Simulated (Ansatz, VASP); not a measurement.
## One calculation of Cu, two programs

Contents of INCAR:

```
  PREC = Accurate
  ENCUT = 600
  EDIFF = 1E-6
  ISMEAR = 1
  SIGMA = 0.05
  LREAL = False
  LASPH = True
  NELM = 120
  ALGO = Normal
  ISIF = 2
  LWAVE = False
  LCHARG = False
  GGA = PE
  NBANDS = 12
  GGA_COMPAT = False
```

File KPOINTS:

```
Automatic mesh
0
Gamma
  13 13 13
```

File POSCAR:

```
Cu
1.0
    0.0000000000      1.8075000000      1.8075000000
    1.8075000000      0.0000000000      1.8075000000
    1.8075000000      1.8075000000      0.0000000000
Cu
1
Direct
    0.0000000000      0.0000000000      0.0000000000
```

Input for Ansatz:

```yaml
crystal:
  lattice:
    bravais: fcc
    a: 3.615
  space_group: 225
  atoms:
    - { symbol: Cu, position: [0.0, 0.0, 0.0] }
  reduce_to_primitive: true
kpoints:
  mp_grid:
    grid: [13, 13, 13]
    shift: [0.0, 0.0, 0.0]
hamiltonian:
  xc: pbe
scf:
  convergence:
    dr2_threshold: 1.0e-09
  occupations:
    method: methfessel_paxton
    width: 0.05
output:
  forces: true
  stress: true
```

Alike in both runs: task single point; functional PBE; k mesh 13 × 13 × 13; occupations methfessel-paxton of order 1, width 0.05 eV; no spin polarisation.

|  | VASP | Ansatz |
| --- | --- | --- |
| version | VASP 6.6.1 | Ansatz 0.2.0 |
| potentials or method | VASP PAW PBE potentials, release 64 (Cu) | plane waves, PAW |
| plane-wave cutoff (eV) | 600 | 420 |
| valence electrons in the cell | 11 | 19 |

VASP gave:

- pressure (GPa): 2.3

Problem. Which values does Ansatz return?

Solution. Pressure (GPa): 1.7.

VASP's potentials hold 11 valence electrons a cell and Ansatz's 19, so a difference there can come from the potentials and not from the codes. Ansatz's warnings: stress scf threshold loose.
